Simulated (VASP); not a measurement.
Pd:

```
Pd
1.0
     0.00000    1.92114    1.92114
     1.92114    0.00000    1.92114
     1.92114    1.92114    0.00000
Pd
1
Direct
  0.00000 0.00000 0.00000
```

Base run:

- Program: VASP 6.6.1
- Functional: LDA
- Potentials or basis: VASP PAW LDA potentials, release 64 (Pd)
- Cutoff: 520 eV
- k mesh: 14 × 14 × 14
- Occupations: fermi-dirac, width 0.3 eV
- Spin: no spin polarisation

Its results: band gap on the k mesh zero (band 5 reaches 10.60 eV, above the bottom of band 6 at 8.89 eV); pressure 1.8 GPa.

Q: The run is repeated on the same cell with these changes: occupations from fermi-dirac, width 0.3 eV to gaussian, width 1 eV. What comes out?

A: Band gap on the k mesh zero (band 5 reaches 10.60 eV, above the bottom of band 6 at 8.88 eV); pressure 2.6 GPa.
